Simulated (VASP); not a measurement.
# ZnSe (P4/nmm) in VASP: notebook

The runs below take ZnSe through single point, with PBEsol.

All numbers are computed with VASP 6.6.1; they aren't measurements. Logs are shortened: lines on timing, memory, paths and dates and some standing lists are left out, and cuts for length are marked.

## Step 1: The cell of the first run

Symmetry: P4/nmm, No. 129, tetragonal system. The conventional cell has a = 4.167 Å, b = 4.167 Å, c = 5.529 Å, α = 90.00°, β = 90.00°, γ = 90.00°. Within 3.4 Å of Zn (site symmetry -4m2) lie 4 Se at 2.56 Å and 4 Zn at 2.95 Å. Se (site symmetry 4mm) has 4 Zn at 2.56 Å within 3.4 Å.

## Step 2: Single point, PBEsol

INCAR

```
SYSTEM = ZnSe
PREC     = Accurate       ! precision mode
ENCUT    = 520            ! plane-wave cutoff, eV
EDIFF    = 1E-7           ! SCF threshold, eV
ISMEAR   = 0              ! smearing method
SIGMA    = 0.05           ! smearing width, eV
LREAL    = .False.        ! projectors in reciprocal space
LASPH    = .True.         ! aspherical terms in the spheres
NELM     = 80             ! most SCF steps
ALGO     = Normal         ! electronic algorithm
ISIF     = 2              ! what is computed and relaxed
LWAVE    = .False.        ! write WAVECAR
LCHARG   = .False.        ! write CHGCAR
GGA      = PS             ! functional
NBANDS   = 26             ! bands
```

KPOINTS

```
regular mesh
0
Gamma
  8 8 6
  0 0 0
```

POSCAR

```
ZnSe
1.0
    4.1670000000      0.0000000000      0.0000000000
    0.0000000000      4.1670000000      0.0000000000
    0.0000000000      0.0000000000      5.5286396999
Zn Se
2 2
Direct
    0.0000000000      0.0000000000      0.0000000000
    0.5000000000      0.5000000000      0.0000000000
    0.0000000000      0.5000000000      0.2681677050
    0.5000000000      0.0000000000      0.7318322950
```

Potentials or basis: VASP PAW PBE potentials, release 64 (Zn, Se).

On the command line:

```bash
$ cat potpaw_PBE.64/Zn/POTCAR potpaw_PBE.64/Se/POTCAR > POTCAR
$ mpirun -np 1 vasp_std > vasp.out
```

OUTCAR:

```text
SYSTEM = ZnSe
   PREC = Accurate
   ENCUT = 520
   EDIFF = 1E-7
   ISMEAR = 0
   LREAL = .False.
   LASPH = .True.
   NELM = 80
   ISIF = 2
   GGA = PS

 ion  position               nearest neighbor table
   1  0.000  0.000  0.000-   3 2.56   4 2.56   3 2.56   4 2.56   2 2.95   2 2.95   2 2.95   2 2.95

   2  0.500  0.500  0.000-   3 2.56   4 2.56   4 2.56   3 2.56   1 2.95   1 2.95   1 2.95   1 2.95

   3  0.000  0.500  0.268-   1 2.56   2 2.56   1 2.56   2 2.56
   4  0.500  0.000  0.732-   1 2.56   2 2.56   2 2.56   1 2.56

  LATTYP: Found a simple tetragonal cell.
 ALAT       =     4.1670000000
 C/A-ratio  =     1.3267673866

  Lattice vectors:

 A1 = (   4.1670000000,   0.0000000000,   0.0000000000)
 A2 = (   0.0000000000,   4.1670000000,   0.0000000000)
 A3 = (   0.0000000000,   0.0000000000,   5.5286396999)

Analysis of symmetry for initial positions (statically):
=====================================================================
 Subroutine PRICEL returns:
 Original cell was already a primitive cell.

 Routine SETGRP: Setting up the symmetry group for a
 simple tetragonal supercell.

 Subroutine GETGRP returns: Found 16 space group operations
 (whereof  8 operations were pure point group operations)
 out of a pool of 16 trial point group operations.

The static configuration has the point symmetry D_2d.
 The point group associated with its full space group is D_4h.

Analysis of symmetry for dynamics (positions and initial velocities):
=====================================================================
 Subroutine PRICEL returns:
 Original cell was already a primitive cell.

 Routine SETGRP: Setting up the symmetry group for a
 simple tetragonal supercell.

 Subroutine GETGRP returns: Found 16 space group operations
 (whereof  8 operations were pure point group operations)
 out of a pool of 16 trial point group operations.

The dynamic configuration has the point symmetry D_2d.
 The point group associated with its full space group is D_4h.

 Subroutine INISYM returns: Found 16 space group operations
 (whereof  8 operations are pure point group operations),
 and found     1 'primitive' translations

----------------------------------------------------------------------------------------

                                     Primitive cell

  volume of cell :      95.9987

  direct lattice vectors                    reciprocal lattice vectors
     4.167000000  0.000000000  0.000000000     0.239980802  0.000000000  0.000000000
     0.000000000  4.167000000  0.000000000     0.000000000  0.239980802  0.000000000
     0.000000000  0.000000000  5.528639700     0.000000000  0.000000000  0.180876319

  length of vectors
     4.167000000  4.167000000  5.528639700     0.239980802  0.239980802  0.180876319

  position of ions in fractional coordinates (direct lattice)
     0.000000000  0.000000000  0.000000000
     0.500000000  0.500000000  0.000000000
     0.000000000  0.500000000  0.268167705
     0.500000000  0.000000000  0.731832295

  ion indices of the primitive-cell ions
   primitive index   ion index
                 1           1
                 2           2
                 3           3
                 4           4

----------------------------------------------------------------------------------------

 KPOINTS: regular mesh

Automatic generation of k-mesh.
 Grid dimensions read from file:
 generate k-points for:    8    8    6

 Generating k-lattice:

  Cartesian coordinates                     Fractional coordinates (reciprocal lattice)
     0.029997600  0.000000000  0.000000000     0.125000000  0.000000000  0.000000000
     0.000000000  0.029997600  0.000000000     0.000000000  0.125000000  0.000000000
     0.000000000  0.000000000  0.030146053     0.000000000  0.000000000  0.166666667

  Length of vectors
     0.029997600  0.029997600  0.030146053

  Shift w.r.t. Gamma in fractional coordinates (k-lattice)
     0.000000000  0.000000000  0.000000000

 Subroutine IBZKPT returns following result:
 ===========================================

 Found     60 irreducible k-points:

 Following reciprocal coordinates:
            Coordinates               Weight
  0.000000  0.000000  0.000000      1.000000
  0.125000  0.000000  0.000000      4.000000
  0.250000  0.000000  0.000000      4.000000
  0.375000  0.000000  0.000000      4.000000
  0.500000  0.000000  0.000000      2.000000
  0.125000  0.125000  0.000000      4.000000
[... 16 lines left out ...]
  0.375000  0.125000  0.166667     16.000000
  0.500000  0.125000  0.166667      8.000000
 [... further k-points ...]
   k-points           NKPTS =     60   k-points in BZ     NKDIM =     60   number of bands    NBANDS=     26
   number of dos      NEDOS =    301   number of ions     NIONS =      4
   total plane-waves  NPLWV =  43008
   dimension x,y,z NGX =    32 NGY =   32 NGZ =   42
   dimension x,y,z NGXF=    64 NGYF=   64 NGZF=   84
   ions per type =               2   2
   NGX,Y,Z   is equivalent  to a cutoff of  12.77, 12.77, 12.63 a.u.
   NGXF,Y,Z  is equivalent  to a cutoff of  25.53, 25.53, 25.26 a.u.
 SYSTEM =  ZnSe
   PREC   = accura    normal or accurate (medium, high low for compatibility)
   ISTART =      0    job   : 0-new  1-cont  2-samecut
   ICHARG =      2    charge: 1-file 2-atom 10-const
   ISPIN  =      1    spin polarized calculation?
   LNONCOLLINEAR =      F non collinear calculations
   LSORBIT =      F    spin-orbit coupling
   LASPH  =      T    aspherical Exc in radial PAW
   ENCUT  =  520.0 eV  38.22 Ry    6.18 a.u.   7.75  7.75 10.28*2*pi/ulx,y,z
   NELM   =     80;   NELMIN=  2; NELMDL= -5     # of ELM steps
   EDIFF  = 0.1E-06   stopping-criterion for ELM
   LREAL  =      F    real-space projection
   EDIFFG = 0.1E-05   stopping-criterion for IOM
   NSW    =      0    number of steps for IOM
   IBRION =     -1    ionic relax: 0-MD 1-quasi-New 2-CG
   NFREE  =      0    steps in history (QN), initial steepest desc. (CG)
   ISIF   =      2    stress and relaxation
   ISYM   =      2    0-nonsym 1-usesym 2-fastsym
   POTIM  = 0.5000    time-step for ionic-motion
   TEBEG  =    0.0;   TEEND  =   0.0 temperature during run
   PSTRESS=    0.0 pullay stress
   NELECT =      36.0000    total number of electrons
   NUPDOWN=      -1.0000    fix difference up-down
   EMIN   =  10.00;   EMAX   =-10.00  energy-range for DOS
   EFERMI =   0.00;   METHOD = LEGACY
   ISMEAR =     0;   SIGMA  =   0.05  broadening in eV -4-tet -1-fermi 0-gaus
   EFERMI_NEDOS =   21; number of points for ismear=-14 and -15
   IALGO  =     38    algorithm
   IMIX   =      4    mixing-type and parameters
     AMIX     =   0.40;   BMIX     =  1.00
     AMIX_MAG =   1.60;   BMIX_MAG =  1.00
  volume/ion in A,a.u.               =      24.00       161.96
  Fermi-wavevector in a.u.,A,eV,Ry     =   1.180558  2.230931 18.962665  1.393717
  Thomas-Fermi vector in A             =   2.316848
   LORBIT       =      0    0 simple, 1 ext, 2 COOP (PROOUT), +10 PAW based schemes
   GGA     = PS    functional components
   LHFCALC =     F    Hartree Fock is set to
   AEXX    =    0.0000 exact exchange contribution
   IVDW    =     0    specifies the selected vdW correction
   LEPSILON=     F    determine dielectric tensor
   LRPA    =     F    only Hartree local field effects (RPA)
 non-spin polarized calculation
 Gauss-broadening in eV      SIGMA  =   0.05
  energy-cutoff  :      520.00
  volume of cell :       96.00
 maximum number of plane-waves:      2608
 NGX is ok and might be reduce to    32
   NGX = 15   NGY = 15   NGZ = 21

 number of electron      35.9999972 magnetization

 Free energy of the ion-electron system (eV)
  ---------------------------------------------------
  ext. energy  EPLUGINS =         0.00000000
  ---------------------------------------------------
  free energy    TOTEN  =       -12.81178281 eV

  energy without entropy =      -12.81178281  energy(sigma->0) =      -12.81178281

 E-fermi :   1.3060     XC(G=0):  -9.2789

 val. band max:        1.0763094936   @ k =   0.0000   0.0000   0.0000
 cond. band min:       2.5783412255   @ k =   0.0000   0.0000   0.0000
 fundamental gap:      1.5020317318
 Fermi energy:         1.3060150292

 k-point     1 :       0.0000    0.0000    0.0000
  band No.  band energies     occupation
      1     -11.9383      2.00000
      2     -10.8699      2.00000
      3      -5.6914      2.00000
      4      -5.6758      2.00000
      5      -5.6013      2.00000
      6      -5.6013      2.00000
[... 18 lines left out ...]
     25      11.2927      0.00000
     26      11.3635      0.00000

 k-point     2 :       0.1250    0.0000    0.0000
  band No.  band energies     occupation
      1     -11.8750      2.00000
      2     -10.8775      2.00000
      3      -5.6682      2.00000
      4      -5.6574      2.00000
      5      -5.5895      2.00000
      6      -5.5746      2.00000
[... 18 lines left out ...]
     25       9.9851      0.00000
     26      10.3681      0.00000

 k-point     3 :       0.2500    0.0000    0.0000
  band No.  band energies     occupation
      1     -11.6995      2.00000
      2     -10.9157      2.00000
      3      -5.6349      2.00000
      4      -5.5681      2.00000
      5      -5.5447      2.00000
      6      -5.5077      2.00000
[... 18 lines left out ...]
     25       8.8253      0.00000
     26       9.4464      0.00000

 k-point     4 :       0.3750    0.0000    0.0000
  band No.  band energies     occupation
      1     -11.4551      2.00000
      2     -11.0189      2.00000
      3      -5.5691      2.00000
      4      -5.4655      2.00000
      5      -5.4392      2.00000
      6      -5.4355      2.00000
[... 18 lines left out ...]
     25       8.8423      0.00000
     26       8.9192      0.00000
[... 496 lines left out ...]
      1     -11.6035      2.00000
      2     -10.9529      2.00000
      3      -5.6958      2.00000
      4      -5.5402      2.00000
      5      -5.4992      2.00000
      6      -5.4857      2.00000
[... 18 lines left out ...]
     25       7.9181      0.00000
     26      10.1797      0.00000

 k-point    23 :       0.3750    0.1250    0.1667
  band No.  band energies     occupation
      1     -11.3823      2.00000
      2     -11.0197      2.00000
      3      -5.6393      2.00000
      4      -5.4632      2.00000
      5      -5.4410      2.00000
      6      -5.4137      2.00000
[... 18 lines left out ...]
     25       9.0969      0.00000
     26       9.8808      0.00000

 k-point    24 :       0.5000    0.1250    0.1667
  band No.  band energies     occupation
      1     -11.1682      2.00000
      2     -11.1682      2.00000
      3      -5.5306      2.00000
      4      -5.5306      2.00000
      5      -5.3742      2.00000
      6      -5.3742      2.00000
[... 18 lines left out ...]
     25       9.7363      0.00000
     26       9.7363      0.00000

 [... further k-points ...]

------------------------ aborting loop because EDIFF is reached ----------------------------------------

  FORCE on cell =-STRESS in cart. coord.  units (eV):
  Direction    XX          YY          ZZ          XY          YZ          ZX
  --------------------------------------------------------------------------------------
  -------------------------------------------------------------------------------------
  Total       -2.4584211     -2.4584211     -1.6297106      0.0000000      0.0000000      0.0000000
  in kB      -41.0300050    -41.0300050    -27.1991779      0.0000000      0.0000000      0.0000000
  external PRESSURE =     -36.4197293 kB  Pullay stress =       0.0000000 kB

 VOLUME and BASIS-vectors are now :
 -----------------------------------------------------------------------------
  energy-cutoff  :      520.00
  volume of cell :       96.00
      direct lattice vectors                 reciprocal lattice vectors
     4.167000000  0.000000000  0.000000000     0.239980802  0.000000000  0.000000000
     0.000000000  4.167000000  0.000000000     0.000000000  0.239980802  0.000000000
     0.000000000  0.000000000  5.528639700     0.000000000  0.000000000  0.180876319

 POSITION                                       TOTAL-FORCE (eV/Angst)
 -----------------------------------------------------------------------------------
      0.00000      0.00000      0.00000        -0.000000      0.000000      0.000000
      2.08350      2.08350      0.00000         0.000000     -0.000000      0.000000
      0.00000      2.08350      1.48260        -0.000000      0.000000     -0.471854
      2.08350      0.00000      4.04604        -0.000000     -0.000000      0.471854
 -----------------------------------------------------------------------------------
    total drift:                                0.000000     -0.000000     -0.000000

  FREE ENERGIE OF THE ION-ELECTRON SYSTEM (eV)
  ---------------------------------------------------
  free  energy   TOTEN  =       -12.8117828077 eV

  energy  without entropy=      -12.8117828077  energy(sigma->0) =      -12.81178281
```

Wall time 94 s (1 thread of AMD EPYC 9R14 (Zen 4), shared host); peak memory 0.24 GiB.

Results:

```
Free energy            : -12.8118 eV
Pressure               : -3.6 GPa
Largest force          : 0.472 eV/Å
Band gap on the k mesh : 1.50 eV
```

Forces in eV/Å, atoms in the order of the input:
```
Zn   0.000  0.000  0.000
Zn   0.000  0.000  0.000
Se   0.000  0.000 -0.472
Se   0.000  0.000  0.472
```

Stress tensor (GPa, compression positive):
```
-4.10  0.00  0.00
 0.00 -4.10  0.00
 0.00  0.00 -2.72
```

Levels at points of the mesh, in eV from the valence-band top:
```
           k point  band 16  band 17  band 18  band 19  band 20  band 21
(0.00, 0.00, 0.00)    -0.04    -0.04     0.00     1.50     1.57     2.72
(0.50, 0.00, 0.00)    -1.80    -0.99    -0.99     3.37     3.37     5.48
(0.50, 0.50, 0.00)    -2.15    -1.85    -1.85     3.00     3.00     3.23
(0.00, 0.00, 0.50)    -1.33    -0.62    -0.62     1.72     3.37     3.93
(0.50, 0.00, 0.50)    -0.93    -0.60    -0.60     2.23     2.23     5.70
(0.50, 0.50, 0.50)    -2.74    -2.59    -2.59     4.93     4.93     5.00
```

Caveat: the cell stands under tension; the PAW data sets were made with another functional, which shifts forces and pressure a little.

## Step 3: Single point, PBEsol

This run uses another cell than the first one, of 24.11 Å³/atom.

INCAR

```
SYSTEM = ZnSe
  PREC = Accurate
  ENCUT = 520
  EDIFF = 1E-6
  ISMEAR = 0
  SIGMA = 0.05
  LREAL = .False.
  LASPH = .True.
  NELM = 80
  ALGO = Normal
  ISIF = 2
  LWAVE = .False.
  LCHARG = .False.
  GGA = PS
  NBANDS = 26
```

KPOINTS

```
Automatic mesh
0
Gamma
  8 8 6
  0 0 0
```

POSCAR

```
ZnSe
1.0
    4.3079000000      0.0000000000      0.0000000000
    0.0000000000      4.3079000000      0.0000000000
    0.0000000000      0.0000000000      5.1969000000
Zn Se
2 2
Direct
    0.0000000000      0.0000000000      0.0000000000
    0.5000000000      0.5000000000      0.0000000000
    0.0000000000      0.5000000000      0.2681677050
    0.5000000000      0.0000000000      0.7318322950
```

Potentials or basis: VASP PAW PBE potentials, release 64 (Zn, Se).

On the command line:

```bash
$ cat potpaw_PBE.64/Zn/POTCAR potpaw_PBE.64/Se/POTCAR > POTCAR
$ mpirun -np 1 vasp_std > vasp.out
```

Run time: 78 s. Hardware: 1 thread of AMD EPYC 9R14 (Zen 4), shared host; peak memory 0.24 GiB.

The run converged. Its results:

```yaml
Free_energy: -12.7032 eV
Pressure: -4.3 GPa
Largest_force: 0.286 eV/Å
Band_gap_on_the_k_mesh: 0.81 eV
```

Forces on the atoms (eV/Å):
```
Zn   0.000  0.000  0.000
Zn   0.000  0.000  0.000
Se   0.000  0.000 -0.286
Se   0.000  0.000  0.286
```

Stress tensor (GPa, compression positive):
```
-5.48  0.00  0.00
 0.00 -5.48  0.00
 0.00  0.00 -1.90
```

Levels at points of the mesh, in eV from the valence-band top:
| k point | band 14 | band 15 | band 16 | band 17 | band 18 | band 19 | band 20 | band 21 | band 22 | band 23 |
| --- | --- | --- | --- | --- | --- | --- | --- | --- | --- | --- |
| (0.00, 0.00, 0.00) | -2.76 | -2.76 | -0.27 | -0.27 | 0.00 | 0.81 | 1.34 | 2.46 | 5.68 | 5.70 |
| (0.50, 0.00, 0.00) | -4.28 | -1.72 | -1.72 | -1.38 | -1.38 | 3.00 | 3.00 | 5.37 | 5.37 | 6.45 |
| (0.50, 0.50, 0.00) | -4.73 | -2.04 | -2.04 | -1.69 | -1.69 | 3.00 | 3.00 | 3.43 | 3.43 | 9.31 |
| (0.00, 0.00, 0.50) | -2.33 | -2.33 | -1.39 | -0.93 | -0.93 | 1.11 | 3.51 | 3.91 | 4.29 | 6.44 |
| (0.50, 0.00, 0.50) | -5.00 | -1.27 | -1.27 | -0.55 | -0.55 | 1.85 | 1.85 | 5.32 | 5.32 | 6.47 |
| (0.50, 0.50, 0.50) | -4.35 | -2.81 | -2.81 | -2.67 | -2.67 | 5.14 | 5.14 | 5.36 | 5.36 | 8.73 |

Caveat: the cell stands under tension; the PAW data sets were made with another functional, which shifts forces and pressure a little.

## Step 4: Single point, PBEsol

This run uses another cell than the first one, of 25.09 Å³/atom.

INCAR

```
ALGO = Normal
EDIFF = 1E-7
ENCUT = 520
GGA = PS
ISIF = 2
ISMEAR = 0
LASPH = True
LCHARG = False
LREAL = False
LWAVE = False
NBANDS = 26
NELM = 80
PREC = Accurate
SIGMA = 0.05
```

KPOINTS

```
k-points
0
Gamma
  8 8 6
```

POSCAR

```
ZnSe
1.0
    4.0261152320      0.0000000000      0.0000000000
    0.0000000000      4.0261152320      0.0000000000
    0.0000000000      0.0000000000      6.1921000000
Zn Se
2 2
Direct
    0.0000000000      0.0000000000      0.0000000000
    0.5000000000      0.5000000000      0.0000000000
    0.0000000000      0.5000000000      0.2681677050
    0.5000000000      0.0000000000      0.7318322950
```

On the command line:

```bash
$ cat potpaw_PBE.64/Zn/POTCAR potpaw_PBE.64/Se/POTCAR > POTCAR
$ mpirun -np 1 vasp_std > vasp.out
```

It took 1.7 min on 1 thread of AMD EPYC 9R14 (Zen 4), shared host; peak memory 0.25 GiB.

Results (log left out):

```
Free energy            : -12.6136 eV
Pressure               : -5.3 GPa
Largest force          : 1.465 eV/Å
Band gap on the k mesh : 1.39 eV
```

Forces on the atoms (eV/Å):
```
Zn   0.000  0.000  0.000
Zn   0.000  0.000  0.000
Se   0.000  0.000 -1.465
Se   0.000  0.000  1.465
```

Stress tensor (GPa, compression positive):
```
-3.86  0.00  0.00
 0.00 -3.86  0.00
 0.00  0.00 -8.27
```

Levels at points of the mesh, in eV from the valence-band top:
| k point | band 16 | band 17 | band 18 | band 19 | band 20 | band 21 |
| --- | --- | --- | --- | --- | --- | --- |
| (0.00, 0.00, 0.00) | -0.49 | 0.00 | 0.00 | 1.39 | 2.26 | 3.06 |
| (0.50, 0.00, 0.00) | -2.05 | -0.61 | -0.61 | 3.38 | 3.38 | 5.17 |
| (0.50, 0.50, 0.00) | -2.38 | -2.15 | -2.15 | 2.61 | 2.61 | 2.72 |
| (0.00, 0.00, 0.50) | -1.66 | -0.40 | -0.40 | 2.38 | 3.18 | 3.31 |
| (0.50, 0.00, 0.50) | -1.07 | -0.58 | -0.58 | 2.13 | 2.13 | 5.36 |
| (0.50, 0.50, 0.50) | -2.69 | -2.60 | -2.60 | 3.91 | 3.91 | 3.94 |

Caveat: the cell stands under tension; the PAW data sets were made with another functional, which shifts forces and pressure a little.

## Step 5: Summary

| cell | gap on the mesh (eV) | pressure (GPa) | largest force (eV/Å) |
| --- | --- | --- | --- |
| a = 4.167, b = 4.167, c = 5.529 Å, 4 atoms | 1.50 | -3.6 | 0.47 |
| a = 4.308, b = 4.308, c = 5.197 Å, 4 atoms | 0.81 | -4.3 | 0.29 |
| a = 4.026, b = 4.026, c = 6.192 Å, 4 atoms | 1.39 | -5.3 | 1.47 |

Alike in all rows: task single point; level PBEsol; potentials or basis VASP PAW PBE potentials, release 64 (Zn, Se); no spin polarisation; k mesh 8 × 8 × 6; cutoff (eV) 520; smearing gaussian 0.05 eV.

Caveats: the cell stands under tension; the PAW data sets were made with another functional, which shifts forces and pressure a little.

Total energies depend on the potentials used, so only differences within one code and one set of settings carry meaning.
